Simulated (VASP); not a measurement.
A run of VASP 6.6.1:

INCAR

```
PREC = Accurate ; ENCUT = 600
EDIFF = 1E-6 ; ISMEAR = 0
SIGMA = 0.1 ; LREAL = False
LASPH = True ; NELM = 100
ALGO = Normal ; ISIF = 3
LWAVE = False ; LCHARG = False
GGA = PE ; IBRION = 2
NSW = 100 ; EDIFFG = -0.01
```

KPOINTS

```
Automatic mesh
0
Gamma
  12 12 4
```

Contents of POSCAR:

```
Sn2TeO2
1.0
    3.8207794430      0.0000000000      0.0000000000
   -1.9103897215      3.3088920599      0.0000000000
    0.0000000000      0.0000000000      9.1414884245
Sn Te O
2 1 2
Direct
    0.0000000000      0.0000000000      0.3270336888
    0.0000000000      0.0000000000      0.6729663112
    0.0000000000      0.0000000000      0.0000000000
    0.3333333333      0.6666666667      0.0000000000
    0.6666666667      0.3333333333      0.0000000000
```

Potentials or basis: VASP PAW PBE potentials, release 64 (Sn_d, Te, O).

The run is started by

```sh
$ cat potpaw_PBE.64/Sn_d/POTCAR potpaw_PBE.64/Te/POTCAR potpaw_PBE.64/O/POTCAR > POTCAR
$ mpirun -np 1 vasp_std > vasp.out
```

Hardware: 1 thread of Intel(R) Xeon(R) 6975P-C (Granite Rapids), on a shared host.

**Question.** Estimate the wall time of this run.

**Answer.** It took 7.6 min on 1 thread of Intel(R) Xeon(R) 6975P-C (Granite Rapids), with other jobs on the host, peak memory 0.42 GiB. Counts: scf iterations 56, k points 57, ion steps 6.
